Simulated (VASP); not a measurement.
C:

```xyz
2
Lattice="0.0000 1.7804 1.7804 1.7804 0.0000 1.7804 1.7804 1.7804 0.0000" Properties=species:S:1:pos:R:3 pbc="T T T"
C     0.0000    0.0000    0.0000
C     0.8902    0.8902    0.8902
```

Base run:

- Program: VASP 6.6.1
- Functional: PBE
- Potentials or basis: VASP PAW PBE potentials, release 64 (C)
- Cutoff: 600 eV
- k mesh: 14 × 14 × 14
- Occupations: fermi-dirac, width 0.03 eV
- Spin: no spin polarisation

Its results: band gap on the k mesh 4.14 eV, indirect (least direct gap 5.60 eV); pressure 4.0 GPa.

Task: After a change of settings the same cell gave: band gap on the k mesh 4.02 eV, indirect (least direct gap 5.55 eV); pressure -1.5 GPa. Which change was it?
A. functional from PBE to PBEsol; cutoff from 600 eV to 520 eV
B. functional from PBE to LDA; potentials or basis from VASP PAW PBE potentials, release 64 (C) to VASP PAW LDA potentials, release 64 (C); cutoff from 600 eV to 520 eV
C. functional from PBE to r2SCAN; cutoff from 600 eV to 520 eV; further incar settings from ALGO = Normal; EDIFF = 1e-06; NBANDS = 11 to ALGO = Normal; EDIFF = 1e-08; NBANDS = 11
D. cutoff from 600 eV to 520 eV; further incar settings from ALGO = Normal; EDIFF = 1e-06; NBANDS = 11 to ALGO = Normal; EDIFF = 1e-08; NBANDS = 11

Result: A.

PBEsol binds more tightly than PBE, so the same cell stands under less pressure.

Caveats: the PAW data sets were made with another functional, which shifts forces and pressure a little (some runs).
